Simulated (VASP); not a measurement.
Here is a VASP 6.6.1 calculation.

INCAR

```
SYSTEM = Cs3Re
ALGO     = Fast           ! electronic algorithm
EDIFF    = 1E-6           ! SCF threshold, eV
EDIFFG   = -0.01          ! ionic threshold
ENCUT    = 600            ! plane-wave cutoff, eV
GGA      = PE             ! functional
IBRION   = 2              ! ionic algorithm
ISIF     = 3              ! what is computed and relaxed
ISMEAR   = 0              ! smearing method
LASPH    = .True.         ! aspherical terms in the spheres
LCHARG   = .False.        ! write CHGCAR
LREAL    = .False.        ! projectors in reciprocal space
LWAVE    = .False.        ! write WAVECAR
NELM     = 80             ! most SCF steps
NSW      = 100            ! ionic steps
PREC     = Accurate       ! precision mode
SIGMA    = 0.1            ! smearing width, eV
```

The input KPOINTS:

```
k-points
0
Gamma
  8 8 8
  0 0 0
```

POSCAR

```
Cs3Re
1.0
    5.5664483599      0.0000000000      0.0000000000
    0.0000000000      5.5664483599      0.0000000000
    0.0000000000      0.0000000000      5.5664483599
Cs Re
3 1
Direct
    0.0000000000      0.5000000000      0.5000000000
    0.5000000000      0.0000000000      0.5000000000
    0.5000000000      0.5000000000      0.0000000000
    0.0000000000      0.0000000000      0.0000000000
```

Potentials or basis: VASP PAW PBE potentials, release 64 (Cs_sv, Re).

Run with:

```bash
$ cat potpaw_PBE.64/Cs_sv/POTCAR potpaw_PBE.64/Re/POTCAR > POTCAR
$ mpirun -np 1 vasp_std > vasp.out
```

**Question.** What does it give for the band gap on the k mesh?

**Answer.** Zero (band 17 reaches 2.94 eV, above the bottom of band 18 at 2.36 eV).

**Question.** Estimate the space group after relaxing (to 0.05 Å).

**Answer.** Pm-3m (No. 221).

**Question.** Estimate the relaxed volume.

**Answer.** 43.57 Å³/atom.

Final structure:
```
Cs Re
1.0
     5.58590    0.00000    0.00000
     0.00000    5.58590    0.00000
     0.00000    0.00000    5.58590
Cs Re
3 1
Direct
  0.00000 0.50000 0.50000
  0.50000 0.00000 0.50000
  0.50000 0.50000 0.00000
  0.00000 0.00000 0.00000
```

Caveat: spin-orbit coupling is left out, which moves the levels of the heavy elements.
